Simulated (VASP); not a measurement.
The system is InAs.

```
In As
1.0
     0.00000    3.01977    3.09112
     3.01977    0.00000    3.09112
     3.01977    3.01977    0.00000
In As
1 1
Direct
  0.00000 0.00000 0.00000
  0.25000 0.25000 0.25000
```

This cell differs from its parent crystal: epitaxial xy strain -1.1%.

Base run:

```yaml
Program: VASP 6.6.1
Functional: PBE
Potentials_or_basis: VASP PAW PBE potentials, release 64 (In_d, As)
Cutoff: 520 eV
k_mesh: 8 × 8 × 8
Occupations: fermi-dirac, width 0.02 eV
Spin: no spin polarisation
```

Its results: band gap on the k mesh zero (filled and empty bands touch); pressure 2.7 GPa.

The run is repeated on the same cell with these changes: functional from PBE to r2SCAN; further incar settings from ALGO = Normal; EDIFF = 1e-07; NBANDS = 16 to ALGO = Normal; EDIFF = 1e-06; NBANDS = 16. What comes out?

Band gap on the k mesh 0.10 eV; pressure 0.6 GPa.

Caveats: spin-orbit coupling is left out, which moves the levels of the heavy elements; semilocal functionals underestimate gaps, so a narrow gap can read as zero (at least some runs); the PAW data sets were made with another functional, which shifts forces and pressure a little (at least some runs).

